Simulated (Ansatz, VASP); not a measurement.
**TiAl3: VASP beside Ansatz**

File INCAR:

```
PREC = Accurate ; ENCUT = 520
EDIFF = 1E-6 ; ISMEAR = 0
SIGMA = 0.15 ; LREAL = False
LASPH = True ; NELM = 80
ALGO = Fast ; ISIF = 2
LWAVE = False ; LCHARG = False
NBANDS = 31
```

Contents of KPOINTS:

```
Automatic mesh
0
Gamma
  10 8 8
```

The input POSCAR:

```
TiAl3
1.0
   -3.9105245017      0.0000000000      0.0000000000
    0.0000000000      3.9105245017      3.9105245017
    0.0000000000      3.9105245017     -3.9105245017
Ti Al
2 6
Direct
    0.0000000000      0.5000000000      0.5000000000
    0.0000000000      0.0000000000      0.0000000000
    0.5000000000      0.7407940738      0.7592059262
    0.5000000000      0.2592059262      0.2407940738
    0.5000000000      0.7407940738      0.2407940738
    0.5000000000      0.2592059262      0.7592059262
    0.0000000000      0.5000000000      0.0000000000
    0.0000000000      0.0000000000      0.5000000000
```

Input for Ansatz:

```yaml
crystal:
  lattice:
    - [-3.9105245017, 0.0, 0.0]
    - [0.0, 3.9105245017, 3.9105245017]
    - [0.0, 3.9105245017, -3.9105245017]
  atoms:
    - { symbol: Ti, position: [0.0, 0.5, 0.5] }
    - { symbol: Ti, position: [0.0, 0.0, 0.0] }
    - { symbol: Al, position: [0.5, 0.7407940738, 0.7592059262] }
    - { symbol: Al, position: [0.5, 0.2592059262, 0.2407940738] }
    - { symbol: Al, position: [0.5, 0.7407940738, 0.2407940738] }
    - { symbol: Al, position: [0.5, 0.2592059262, 0.7592059262] }
    - { symbol: Al, position: [0.0, 0.5, 0.0] }
    - { symbol: Al, position: [0.0, 0.0, 0.5] }
basis:
  ecutwfc: 520.0
kpoints:
  mp_grid: { grid: [10, 8, 8] }
hamiltonian:
  xc: lda
  pseudopotentials: { kind: paw, azcp: { folder: soft_1 } }
scf:
  occupations: { method: gaussian, width: 0.15 }
output:
  forces: true
  stress: true
  eigenvalues: true
```

Change from the starting cell: mode 4 frozen in at +0.000 Å and mode 18 at -0.072 Å (largest displacements).

Alike in both runs: task single point; functional LDA; k mesh 10 × 8 × 8; occupations gaussian, width 0.15 eV; no spin polarisation.

```csv
,VASP,Ansatz
version,VASP 6.6.1,Ansatz 0.2.0
potentials or method,"VASP PAW LDA potentials, release 64 (Ti_sv, Al), cutoff 520 eV","scalar-relativistic, plane waves, PAW"
valence electrons in the cell,42,42
```

```tsv
	VASP	Ansatz	Ansatz less VASP
gap on the k mesh at the Fermi level (eV)	none	none	-
pressure (GPa)	0.6	0.4	-0.20
traceless stress, the component that is largest in VASP (GPa)	-0.30	-0.30	+0.001
rms of the force components (eV/Å)	0.275	0.273	-0.0022
```

Ansatz warns that its potentials were made for another functional, while VASP's fit it. LDA's correlation is that of Perdew and Zunger in VASP and of Perdew and Wang (1992) in Ansatz. Atom by atom the forces differ by 0.002 eV/Å (rms over components). A gap of «none» marks a metal or a gap that the smearing closes.
